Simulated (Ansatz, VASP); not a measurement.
Lu in VASP and in Ansatz

Contents of INCAR:

```
SYSTEM = Lu
ALGO = Normal
EDIFF = 1E-6
ENCUT = 600
GGA = PE
GGA_COMPAT = .FALSE.
ISIF = 2
ISMEAR = 0
LASPH = .TRUE.
LCHARG = .FALSE.
LREAL = .FALSE.
LWAVE = .FALSE.
NBANDS = 18
NELM = 120
PREC = Accurate
SIGMA = 0.05
```

File KPOINTS:

```
k-points
0
G
  8 8 8
  0 0 0
```

POSCAR

```
Lu
1.0
    0.0000000000      2.4233560954      2.4233560954
    2.4233560954      0.0000000000      2.4233560954
    2.4233560954      2.4233560954      0.0000000000
Lu
1
Direct
    0.0000000000      0.0000000000      0.0000000000
```

Input for Ansatz:

```yaml
crystal:
  lattice:
    - [0.0, 2.4233560954, 2.4233560954]
    - [2.4233560954, 0.0, 2.4233560954]
    - [2.4233560954, 2.4233560954, 0.0]
  atoms:
    - { symbol: Lu, position: [0.0, 0.0, 0.0] }
basis:
  ecutwfc: 600
  ecutrho_ratio: 5
kpoints:
  mp_grid: { grid: [8, 8, 8] }
hamiltonian:
  xc: pbe
scf:
  occupations: { method: gaussian, width: 0.05 }
output:
  forces: true
  stress: true
  eigenvalues: true
```

Alike in both runs: task single point; functional PBE; k mesh 8 × 8 × 8; occupations gaussian, width 0.05 eV; no spin polarisation.

```csv
,VASP,Ansatz
version,VASP 6.6.1,Ansatz 0.2.0
potentials or method,"VASP PAW PBE potentials, release 64 (Lu), cutoff 600 eV","scalar-relativistic, plane waves, PAW"
valence electrons in the cell,25,25
```

VASP gave:

```
gap on the k mesh at the Fermi level (eV) : none
pressure (GPa)                            : 0.3
```

Which values does Ansatz return?

gap on the k mesh at the Fermi level (eV): none; pressure (GPa): 0.1.

A gap of «none» marks a metal or a gap that the smearing closes.

Spin-orbit coupling is off throughout.
